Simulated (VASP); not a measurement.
A run of VASP 6.6.1 is set up as follows.

INCAR

```
ALGO = Normal
EDIFF = 1E-6
ENCUT = 520
GGA = PS
ISIF = 2
ISMEAR = 0
LASPH = T
LCHARG = F
LREAL = F
LWAVE = F
NBANDS = 14
NELM = 60
PREC = Accurate
SIGMA = 0.05
```

The input KPOINTS:

```
k-points
0
Gamma
  8 8 8
```

File POSCAR:

```
NaF
1.0
    0.0000000000      2.2652175000      2.4394650000
    2.2652175000      0.0000000000      2.4394650000
    2.2652175000      2.2652175000      0.0000000000
Na F
1 1
Direct
    0.0000000000      0.0000000000      0.0000000000
    0.5000000000      0.5000000000      0.5000000000
```

Potentials or basis: VASP PAW PBE potentials, release 64 (Na_pv, F).

The run is started by

```sh
$ cat potpaw_PBE.64/Na_pv/POTCAR potpaw_PBE.64/F/POTCAR > POTCAR
$ mpirun -np 1 vasp_std > vasp.out
```

Q: Estimate the band gap on the k mesh.

A: 6.12 eV, direct.

Q: Estimate the pressure.

A: 0.1 GPa.

Stress tensor (GPa, compression positive):
```
 1.82  0.00  0.00
 0.00  1.82  0.00
 0.00  0.00 -3.33
```

Caveat: the cell differs from its parent crystal (strain -0.025 along x and y, +0.050 along z); the PAW data sets were made with another functional, which shifts forces and pressure a little.
